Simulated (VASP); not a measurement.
A run of VASP 6.6.1 is set up as follows.

File POSCAR:

```
LiGeN
1.0
    2.9260915073      0.0000000000      0.0000000000
   -1.4630457537      2.5340695791      0.0000000000
    0.0000000000      0.0000000000      9.1621254362
Li Ge N
2 2 2
Direct
    0.6666666667      0.3333333333      0.7431798159
    0.3333333333      0.6666666667      0.2431798159
    0.0000000000      0.0000000000      0.4988273199
    0.0000000000      0.0000000000      0.9988273199
    0.3333333333      0.6666666667      0.6026308642
    0.6666666667      0.3333333333      0.1026308642
```

The input INCAR.step1:

```
PREC = Accurate
ENCUT = 520
ISMEAR = 0
SIGMA = 0.01
LREAL = False
LASPH = True
NELM = 100
NBANDS = 31
GGA = PE
ALGO = Normal
EDIFF = 1E-4
LWAVE = True
LCHARG = False
```

INCAR.step2

```
PREC = Accurate
ENCUT = 520
EDIFF = 1E-6
ISMEAR = 0
SIGMA = 0.01
LREAL = False
LASPH = True
NELM = 100
ALGO = Normal
ISIF = 2
LWAVE = False
LCHARG = False
METAGGA = R2SCAN
LMIXTAU = True
NBANDS = 31
ISTART = 1
```

Contents of KPOINTS:

```
regular mesh
0
Gamma
  9 9 2
```

Potentials or basis: VASP PAW PBE potentials, release 64 (Li_sv, Ge_d, N).

Launch:

```bash
$ cat potpaw_PBE.64/Li_sv/POTCAR potpaw_PBE.64/Ge_d/POTCAR potpaw_PBE.64/N/POTCAR > POTCAR
$ cp INCAR.step1 INCAR
$ mpirun -np 1 vasp_std > vasp.out
$ cp INCAR.step2 INCAR
$ mpirun -np 1 vasp_std > vasp.out
```

(1) Estimate the largest force.

(2) Predict the band gap on the k mesh.

## Answers

(1) 0.724 eV/Å.

(2) 2.12 eV (least direct gap 2.81 eV).

Caveat: the PAW data sets were made with another functional, which shifts forces and pressure a little.
